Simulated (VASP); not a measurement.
# CdW3 (Pm-3m) in VASP: further runs

CdW3 is run at these levels: PBE; tasks: single point, relaxation of cell and atoms.

Everything below comes from runs of VASP 6.6.1. Logs are shortened: lines on timing, memory, paths and dates and some standing lists are left out, and cuts for length are marked.

## Step 1: The cell of the first run

The structure is cubic, space group Pm-3m (No. 221). The conventional cell has a = 4.056 Å, b = 4.056 Å, c = 4.056 Å, α = 90.00°, β = 90.00°, γ = 90.00°. Cd (site symmetry m-3m) has 12 W at 2.87 Å within 3.8 Å. Within 3.8 Å of W (site symmetry 4/mmm) lie 4 Cd at 2.87 Å and 8 W at 2.87 Å.

## Step 2: Single point, PBE

INCAR

```
SYSTEM = CdW3
PREC = Accurate ; ENCUT = 520
EDIFF = 1E-7 ; ISMEAR = 0
SIGMA = 0.1 ; LREAL = .False.
LASPH = .True. ; NELM = 100
ALGO = Fast ; ISIF = 2
LWAVE = .False. ; LCHARG = .False.
GGA = PE ; NBANDS = 35
```

KPOINTS

```
regular mesh
0
Gamma
  12 12 12
  0 0 0
```

POSCAR

```
CdW3
1.0
    4.0555410724      0.0000000000      0.0000000000
    0.0000000000      4.0555410724      0.0000000000
    0.0000000000      0.0000000000      4.0555410724
Cd W
1 3
Direct
    0.0000000000      0.0000000000      0.0000000000
    0.0000000000      0.5000000000      0.5000000000
    0.5000000000      0.0000000000      0.5000000000
    0.5000000000      0.5000000000      0.0000000000
```

Potentials or basis: VASP PAW PBE potentials, release 64 (Cd, W_sv).

On the command line:

```bash
> cat potpaw_PBE.64/Cd/POTCAR potpaw_PBE.64/W_sv/POTCAR > POTCAR
> mpirun -np 1 vasp_std > vasp.out
```

OUTCAR:

```text
SYSTEM = CdW3
   PREC = Accurate
   ENCUT = 520
   EDIFF = 1E-7
   ISMEAR = 0
   LREAL = .False.
   LASPH = .True.
   NELM = 100
   ISIF = 2
   GGA = PE

 ion  position               nearest neighbor table
   1  0.000  0.000  0.000-   2 2.87   3 2.87   4 2.87   2 2.87   3 2.87   2 2.87   4 2.87   2 2.87
                             3 2.87   4 2.87   3 2.87   4 2.87
   2  0.000  0.500  0.500-   1 2.87   3 2.87   4 2.87   1 2.87   4 2.87   1 2.87   3 2.87   1 2.87
                             3 2.87   4 2.87   4 2.87   3 2.87
   3  0.500  0.000  0.500-   1 2.87   2 2.87   4 2.87   1 2.87   4 2.87   2 2.87   4 2.87   4 2.87
                             1 2.87   2 2.87   1 2.87   2 2.87
   4  0.500  0.500  0.000-   1 2.87   2 2.87   3 2.87   2 2.87   3 2.87   1 2.87   3 2.87   3 2.87
                             1 2.87   2 2.87   2 2.87   1 2.87

  LATTYP: Found a simple cubic cell.
 ALAT       =     4.0555410724

  Lattice vectors:

 A1 = (   4.0555410724,   0.0000000000,   0.0000000000)
 A2 = (   0.0000000000,   4.0555410724,   0.0000000000)
 A3 = (   0.0000000000,   0.0000000000,   4.0555410724)

Analysis of symmetry for initial positions (statically):
=====================================================================
 Subroutine PRICEL returns:
 Original cell was already a primitive cell.

 Routine SETGRP: Setting up the symmetry group for a
 simple cubic supercell.

 Subroutine GETGRP returns: Found 48 space group operations
 (whereof 48 operations were pure point group operations)
 out of a pool of 48 trial point group operations.

The static configuration has the point symmetry O_h .

Analysis of symmetry for dynamics (positions and initial velocities):
=====================================================================
 Subroutine PRICEL returns:
 Original cell was already a primitive cell.

 Routine SETGRP: Setting up the symmetry group for a
 simple cubic supercell.

 Subroutine GETGRP returns: Found 48 space group operations
 (whereof 48 operations were pure point group operations)
 out of a pool of 48 trial point group operations.

The dynamic configuration has the point symmetry O_h .

 Subroutine INISYM returns: Found 48 space group operations
 (whereof 48 operations are pure point group operations),
 and found     1 'primitive' translations

----------------------------------------------------------------------------------------

                                     Primitive cell

  volume of cell :      66.7032

  direct lattice vectors                    reciprocal lattice vectors
     4.055541072  0.000000000  0.000000000     0.246576223  0.000000000  0.000000000
     0.000000000  4.055541072  0.000000000     0.000000000  0.246576223  0.000000000
     0.000000000  0.000000000  4.055541072     0.000000000  0.000000000  0.246576223

  length of vectors
     4.055541072  4.055541072  4.055541072     0.246576223  0.246576223  0.246576223

  position of ions in fractional coordinates (direct lattice)
     0.000000000  0.000000000  0.000000000
     0.000000000  0.500000000  0.500000000
     0.500000000  0.000000000  0.500000000
     0.500000000  0.500000000  0.000000000

  ion indices of the primitive-cell ions
   primitive index   ion index
                 1           1
                 2           2
                 3           3
                 4           4

----------------------------------------------------------------------------------------

 KPOINTS: regular mesh

Automatic generation of k-mesh.
 Grid dimensions read from file:
 generate k-points for:   12   12   12

 Generating k-lattice:

  Cartesian coordinates                     Fractional coordinates (reciprocal lattice)
     0.020548019  0.000000000  0.000000000     0.083333333  0.000000000  0.000000000
     0.000000000  0.020548019  0.000000000     0.000000000  0.083333333  0.000000000
     0.000000000  0.000000000  0.020548019     0.000000000  0.000000000  0.083333333

  Length of vectors
     0.020548019  0.020548019  0.020548019

  Shift w.r.t. Gamma in fractional coordinates (k-lattice)
     0.000000000  0.000000000  0.000000000

 Subroutine IBZKPT returns following result:
 ===========================================

 Found     84 irreducible k-points:

 Following reciprocal coordinates:
            Coordinates               Weight
  0.000000  0.000000  0.000000      1.000000
  0.083333  0.000000  0.000000      6.000000
  0.166667  0.000000  0.000000      6.000000
  0.250000  0.000000  0.000000      6.000000
  0.333333  0.000000  0.000000      6.000000
  0.416667  0.000000  0.000000      6.000000
[... 16 lines left out ...]
  0.333333  0.333333  0.000000     12.000000
  0.416667  0.333333  0.000000     24.000000
 [... further k-points ...]
   k-points           NKPTS =     84   k-points in BZ     NKDIM =     84   number of bands    NBANDS=     35
   number of dos      NEDOS =    301   number of ions     NIONS =      4
   total plane-waves  NPLWV =  27000
   dimension x,y,z NGX =    30 NGY =   30 NGZ =   30
   dimension x,y,z NGXF=    60 NGYF=   60 NGZF=   60
   ions per type =               1   3
   NGX,Y,Z   is equivalent  to a cutoff of  12.30, 12.30, 12.30 a.u.
   NGXF,Y,Z  is equivalent  to a cutoff of  24.60, 24.60, 24.60 a.u.
 SYSTEM =  CdW3
   PREC   = accura    normal or accurate (medium, high low for compatibility)
   ISTART =      0    job   : 0-new  1-cont  2-samecut
   ICHARG =      2    charge: 1-file 2-atom 10-const
   ISPIN  =      1    spin polarized calculation?
   LNONCOLLINEAR =      F non collinear calculations
   LSORBIT =      F    spin-orbit coupling
   LASPH  =      T    aspherical Exc in radial PAW
   ENCUT  =  520.0 eV  38.22 Ry    6.18 a.u.   7.54  7.54  7.54*2*pi/ulx,y,z
   NELM   =    100;   NELMIN=  2; NELMDL= -5     # of ELM steps
   EDIFF  = 0.1E-06   stopping-criterion for ELM
   LREAL  =      F    real-space projection
   EDIFFG = 0.1E-05   stopping-criterion for IOM
   NSW    =      0    number of steps for IOM
   IBRION =     -1    ionic relax: 0-MD 1-quasi-New 2-CG
   NFREE  =      0    steps in history (QN), initial steepest desc. (CG)
   ISIF   =      2    stress and relaxation
   ISYM   =      2    0-nonsym 1-usesym 2-fastsym
   POTIM  = 0.5000    time-step for ionic-motion
   TEBEG  =    0.0;   TEEND  =   0.0 temperature during run
   PSTRESS=    0.0 pullay stress
   NELECT =      54.0000    total number of electrons
   NUPDOWN=      -1.0000    fix difference up-down
   EMIN   =  10.00;   EMAX   =-10.00  energy-range for DOS
   EFERMI =   0.00;   METHOD = LEGACY
   ISMEAR =     0;   SIGMA  =   0.10  broadening in eV -4-tet -1-fermi 0-gaus
   EFERMI_NEDOS =   21; number of points for ismear=-14 and -15
   IALGO  =     68    algorithm
   IMIX   =      4    mixing-type and parameters
     AMIX     =   0.40;   BMIX     =  1.00
     AMIX_MAG =   1.60;   BMIX_MAG =  1.00
  volume/ion in A,a.u.               =      16.68       112.53
  Fermi-wavevector in a.u.,A,eV,Ry     =   1.525775  2.883297 31.674235  2.327991
  Thomas-Fermi vector in A             =   2.633900
   LORBIT       =      0    0 simple, 1 ext, 2 COOP (PROOUT), +10 PAW based schemes
   GGA     = PE    functional components
   LHFCALC =     F    Hartree Fock is set to
   AEXX    =    0.0000 exact exchange contribution
   IVDW    =     0    specifies the selected vdW correction
   LEPSILON=     F    determine dielectric tensor
   LRPA    =     F    only Hartree local field effects (RPA)
 non-spin polarized calculation
 RMM-DIIS sequential band-by-band and
 Gauss-broadening in eV      SIGMA  =   0.10
  energy-cutoff  :      520.00
  volume of cell :       66.70
 maximum number of plane-waves:      1856
   NGX = 15   NGY = 15   NGZ = 15

 number of electron      53.9999989 magnetization

 Free energy of the ion-electron system (eV)
  ---------------------------------------------------
  ext. energy  EPLUGINS =         0.00000000
  ---------------------------------------------------
  free energy    TOTEN  =       -37.19490661 eV

  energy without entropy =      -37.18500575  energy(sigma->0) =      -37.18995618

 E-fermi :   9.0523     XC(G=0): -13.1475

 val. band max:        9.0316041527   @ k =   0.5000   0.4167   0.1667
 cond. band min:       9.0523969771   @ k =   0.4167   0.3333   0.2500
 fundamental gap:      0.0207928245
 Fermi energy:         9.0523191330

 k-point     1 :       0.0000    0.0000    0.0000
  band No.  band energies     occupation
      1     -65.0212      2.00000
      2     -64.9233      2.00000
      3     -64.9233      2.00000
      4     -29.5297      2.00000
      5     -29.5297      2.00000
      6     -29.5297      2.00000
[... 27 lines left out ...]
     34      14.3428      0.00000
     35      14.3428      0.00000

 k-point     2 :       0.0833    0.0000    0.0000
  band No.  band energies     occupation
      1     -65.0197      2.00000
      2     -64.9248      2.00000
      3     -64.9234      2.00000
      4     -29.5228      2.00000
      5     -29.5228      2.00000
      6     -29.5193      2.00000
[... 27 lines left out ...]
     34      14.2677      0.00000
     35      14.3230      0.00000

 k-point     3 :       0.1667    0.0000    0.0000
  band No.  band energies     occupation
      1     -65.0154      2.00000
      2     -64.9291      2.00000
      3     -64.9233      2.00000
      4     -29.5031      2.00000
      5     -29.5031      2.00000
      6     -29.4886      2.00000
[... 27 lines left out ...]
     34      14.3154      0.00000
     35      14.3397      0.00000
[... 723 lines left out ...]
 k-point    23 :       0.3333    0.3333    0.0000
  band No.  band energies     occupation
      1     -64.9833      2.00000
      2     -64.9476      2.00000
      3     -64.9364      2.00000
      4     -29.4902      2.00000
      5     -29.3497      2.00000
      6     -29.3345      2.00000
[... 27 lines left out ...]
     34      12.0660      0.00000
     35      14.6043      0.00000

 k-point    24 :       0.4167    0.3333    0.0000
  band No.  band energies     occupation
      1     -64.9761      2.00000
      2     -64.9524      2.00000
      3     -64.9388      2.00000
      4     -29.4817      2.00000
      5     -29.3884      2.00000
      6     -29.2950      2.00000
[... 27 lines left out ...]
     34      11.7583      0.00000
     35      14.5972      0.00000

 [... further k-points ...]

------------------------ aborting loop because EDIFF is reached ----------------------------------------

  FORCE on cell =-STRESS in cart. coord.  units (eV):
  Direction    XX          YY          ZZ          XY          YZ          ZX
  --------------------------------------------------------------------------------------
  -------------------------------------------------------------------------------------
  Total        0.3518789      0.3518789      0.3518789     -0.0000000      0.0000000     -0.0000000
  in kB        8.4519596      8.4519596      8.4519596     -0.0000000      0.0000000     -0.0000000
  external PRESSURE =       8.4519596 kB  Pullay stress =       0.0000000 kB

 VOLUME and BASIS-vectors are now :
 -----------------------------------------------------------------------------
  energy-cutoff  :      520.00
  volume of cell :       66.70
      direct lattice vectors                 reciprocal lattice vectors
     4.055541072  0.000000000  0.000000000     0.246576223  0.000000000  0.000000000
     0.000000000  4.055541072  0.000000000     0.000000000  0.246576223  0.000000000
     0.000000000  0.000000000  4.055541072     0.000000000  0.000000000  0.246576223

 POSITION                                       TOTAL-FORCE (eV/Angst)
 -----------------------------------------------------------------------------------
      0.00000      0.00000      0.00000         0.000000      0.000000      0.000000
      0.00000      2.02777      2.02777         0.000000      0.000000      0.000000
      2.02777      0.00000      2.02777         0.000000      0.000000      0.000000
      2.02777      2.02777      0.00000         0.000000      0.000000      0.000000
 -----------------------------------------------------------------------------------
    total drift:                                0.000000      0.000000     -0.000000

  FREE ENERGIE OF THE ION-ELECTRON SYSTEM (eV)
  ---------------------------------------------------
  free  energy   TOTEN  =       -37.1949066136 eV

  energy  without entropy=      -37.1850057471  energy(sigma->0) =      -37.18995618
```

Wall time 3.2 min (1 thread of Intel Xeon 8259CL, shared host); peak memory 0.29 GiB.

What came out:

| Property | Result |
| --- | --- |
| Free energy | -37.1949 eV |
| Pressure | 0.8 GPa |
| Band gap on the k mesh | zero (bands 27 and 28 overlap by 2.06 eV) |

Caveat: spin-orbit coupling is left out, which moves the levels of the heavy elements.

## Step 3: Relaxation of cell and atoms, PBE

INCAR

```
SYSTEM = CdW3
PREC = Accurate
ENCUT = 600
EDIFF = 1E-6
ISMEAR = 0
SIGMA = 0.1
LREAL = .FALSE.
LASPH = .TRUE.
NELM = 60
ALGO = Fast
ISIF = 3
LWAVE = .FALSE.
LCHARG = .FALSE.
GGA = PE
IBRION = 2
NSW = 100
EDIFFG = -0.01
```

KPOINTS

```
Automatic mesh
0
G
  12 12 12
  0 0 0
```

POSCAR

```
CdW3
1.0
    4.0567240247      0.0000000000      0.0000000000
    0.0000000000      4.0567240247      0.0000000000
    0.0000000000      0.0000000000      4.0567240247
Cd W
1 3
Direct
    0.0000000000      0.0000000000      0.0000000000
    0.0000000000      0.5000000000      0.5000000000
    0.5000000000      0.0000000000      0.5000000000
    0.5000000000      0.5000000000      0.0000000000
```

Potentials or basis: VASP PAW PBE potentials, release 64 (Cd, W_sv).

On the command line:

```bash
> cat potpaw_PBE.64/Cd/POTCAR potpaw_PBE.64/W_sv/POTCAR > POTCAR
> mpirun -np 1 vasp_std > vasp.out
```

Run time: 5.7 min. Hardware: 1 thread of Intel Xeon 8259CL, shared host; peak memory 0.33 GiB.

Results (log left out):

- Free energy: -37.1955 eV
- Relaxed volume: 16.74 Å³/atom
- Relaxed cell: a = 4.060 Å, b = 4.060 Å, c = 4.060 Å, α = 90.00°, β = 90.00°, γ = 90.00°
- Space group after relaxing (to 0.1 Å): Pm-3m (No. 221)
- Energy gained by relaxing: 0.1 meV/atom
- Ionic steps: 3
- Pressure after relaxing: -0.1 GPa
- Band gap on the k mesh: zero (bands 27 and 28 overlap by 2.05 eV)

The path:
```
step  energy change (eV)  largest force (eV/Å)  pressure (GPa)  volume (Å³)
   1              0.0000                0.0000            0.64        66.76
   2              0.0020                0.0000           -1.64        67.41
   3             -0.0003                0.0000           -0.06        66.94
```

Final structure:
```yaml
crystal:
  lattice:
    - [4.06038, 0.00000, 0.00000]
    - [0.00000, 4.06038, 0.00000]
    - [0.00000, 0.00000, 4.06038]
  atoms:
    - { symbol: Cd, position: [0.00000, 0.00000, 0.00000] }
    - { symbol: W, position: [0.00000, 0.50000, 0.50000] }
    - { symbol: W, position: [0.50000, 0.00000, 0.50000] }
    - { symbol: W, position: [0.50000, 0.50000, 0.00000] }
```

Levels at points of the mesh, in eV from the Fermi level:
```csv
k point,band 24,band 25,band 26,band 27,band 28,band 29,band 30,band 31
"(0.00, 0.00, 0.00)",-2.96,1.39,1.39,1.39,1.41,1.41,1.41,3.15
"(0.50, 0.00, 0.00)",-1.19,-0.79,-0.79,-0.56,0.30,0.61,0.99,1.09
"(0.50, 0.50, 0.00)",-2.25,-2.25,-0.55,-0.55,0.48,0.53,0.53,0.98
"(0.50, 0.50, 0.50)",-1.10,-0.99,-0.99,-0.99,0.39,1.09,1.09,1.09
```

Caveat: spin-orbit coupling is left out, which moves the levels of the heavy elements.

The gap in the log of VASP goes by the Fermi energy; the results here count the filled bands.